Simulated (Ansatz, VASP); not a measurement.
## Ti in VASP and in Ansatz

```
Ti
1.0
     2.86150    0.00000    0.00000
    -1.43075    2.47813    0.00000
     0.00000    0.00000    4.75629
Ti
2
Direct
  0.33333 0.66667 0.25000
  0.66667 0.33333 0.75000
```

Change from the starting cell: strain -0.030 along x and y, +0.015 along z, atoms carried along.

Alike in both runs: task single point; functional PBEsol; k mesh 18 × 18 × 10; occupations gaussian, width 0.15 eV; no spin polarisation.

```csv
,VASP,Ansatz
version,VASP 6.6.1,Ansatz 0.2.0
potentials or method,"VASP PAW PBE potentials, release 64 (Ti_sv), cutoff 520 eV","scalar-relativistic, plane waves, PAW"
valence electrons in the cell,24,24
```

```tsv
	VASP	Ansatz	Ansatz less VASP
gap on the k mesh at the Fermi level (eV)	none	none	-
pressure (GPa)	-1.3	-1.0	+0.35
traceless stress, the component that is largest in VASP (GPa)	-3.55	-3.58	-0.024
```

VASP's potentials were made for PBE, not for PBEsol. A gap of «none» marks a metal or a gap that the smearing closes.
